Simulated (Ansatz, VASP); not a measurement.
# P in VASP and in Ansatz

INCAR

```
SYSTEM = P
  PREC = Accurate
  ENCUT = 520
  EDIFF = 1E-6
  ISMEAR = 0
  SIGMA = 0.05
  LREAL = .FALSE.
  LASPH = .TRUE.
  NELM = 60
  ALGO = Normal
  ISIF = 2
  LWAVE = .FALSE.
  LCHARG = .FALSE.
  GGA = PS
  NBANDS = 18
```

The input KPOINTS:

```
regular mesh
0
G
  8 1 6
  0 0 0
```

The input POSCAR:

```
P
1.0
    3.2837277200      0.0000000000      0.0000000000
    0.0000000000     34.8570309900      0.0000000000
    0.0000000000      0.0000000000      4.6320847100
P
4
Direct
   -0.0430673211      0.9662042469      0.6137392716
    0.0000000000      0.0297385700      0.4078492800
    0.5000000000      0.0297385700      0.0921507200
    0.5000000000      0.9702614300      0.9078492800
```

Input for Ansatz:

```yaml
crystal:
  lattice:
    - [3.28372772, 0.0, 0.0]
    - [0.0, 34.85703099, 0.0]
    - [0.0, 0.0, 4.63208471]
  atoms:
    - { symbol: P, position: [-0.0430673211, 0.9662042469, 0.6137392716] }
    - { symbol: P, position: [0.0, 0.02973857, 0.40784928] }
    - { symbol: P, position: [0.5, 0.02973857, 0.09215072] }
    - { symbol: P, position: [0.5, 0.97026143, 0.90784928] }
basis:
  ecutwfc: 420
kpoints:
  mp_grid: { grid: [8, 1, 6] }
hamiltonian:
  xc: pbesol
scf:
  occupations: { method: gaussian, width: 0.05 }
output:
  forces: true
  stress: true
  eigenvalues: true
```

Alike in both runs: task single point; functional PBEsol; k mesh 8 × 1 × 6; occupations gaussian, width 0.05 eV; no spin polarisation.

|  | VASP | Ansatz |
| --- | --- | --- |
| version | VASP 6.6.1 | Ansatz 0.2.0 |
| potentials or method | VASP PAW PBE potentials, release 64 (P), cutoff 520 eV | scalar-relativistic, plane waves, PAW |
| valence electrons in the cell | 20 | 20 |

|  | VASP | Ansatz | Ansatz less VASP |
| --- | --- | --- | --- |
| gap on the k mesh at the Fermi level (eV) | 0.40 | 0.39 | -0.010 |
| least direct gap on the mesh (eV) | 0.40 | 0.39 | -0.010 |
| rms of the force components (eV/Å) | 1.213 | 1.222 | +0.0083 |

VASP's potentials were made for PBE, not for PBEsol. Atom by atom the forces differ by 0.014 eV/Å (rms over components). With one functional, cell and mesh, what is left measures potentials, basis and numerics.
